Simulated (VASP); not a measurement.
Here is a VASP 6.6.1 calculation.

INCAR

```
SYSTEM = SnTe
PREC     = Accurate       ! precision mode
ENCUT    = 600            ! plane-wave cutoff, eV
EDIFF    = 1E-6           ! SCF threshold, eV
ISMEAR   = -1             ! smearing method
SIGMA    = 0.05           ! smearing width, eV
LREAL    = .False.        ! projectors in reciprocal space
LASPH    = .True.         ! aspherical terms in the spheres
NELM     = 100            ! most SCF steps
ALGO     = Normal         ! electronic algorithm
ISIF     = 3              ! what is computed and relaxed
LWAVE    = .False.        ! write WAVECAR
LCHARG   = .False.        ! write CHGCAR
GGA      = PE             ! functional
IBRION   = 2              ! ionic algorithm
NSW      = 32             ! ionic steps
EDIFFG   = -0.005         ! ionic threshold
PSTRESS  = 0.15
```

The input KPOINTS:

```
Automatic mesh
0
Gamma
  11 11 11
  0 0 0
```

POSCAR

```
SnTe
1.0
    0.0000000000      3.6074779060      3.6074779060
    3.6074779060      0.0000000000      3.6074779060
    3.6074779060      3.6074779060      0.0000000000
Sn Te
1 1
Direct
    0.0000000000      0.0000000000      0.0000000000
    0.2500000000      0.2500000000      0.2500000000
```

Potentials or basis: VASP PAW PBE potentials, release 64 (Sn_d, Te).

The run is started by

```bash
$ cat potpaw_PBE.64/Sn_d/POTCAR potpaw_PBE.64/Te/POTCAR > POTCAR
$ mpirun -np 1 vasp_std > vasp.out
```

Task: Predict the band gap on the k mesh.

Result: 0.19 eV, indirect (least direct gap 0.81 eV).

Final structure:
```xyz
2
Lattice="0.0000 3.6075 3.6075 3.6075 0.0000 3.6075 3.6075 3.6075 0.0000" Properties=species:S:1:pos:R:3 pbc="T T T"
Sn    0.0000    0.0000    0.0000
Te    1.8037    1.8037    1.8037
```

Caveat: the relaxation stopped at its first step, so nothing moved; the cell is relaxed towards a set pressure, so the enthalpy falls and the energy may rise; spin-orbit coupling is left out, which moves the levels of the heavy elements. A k mesh can miss the band edges.
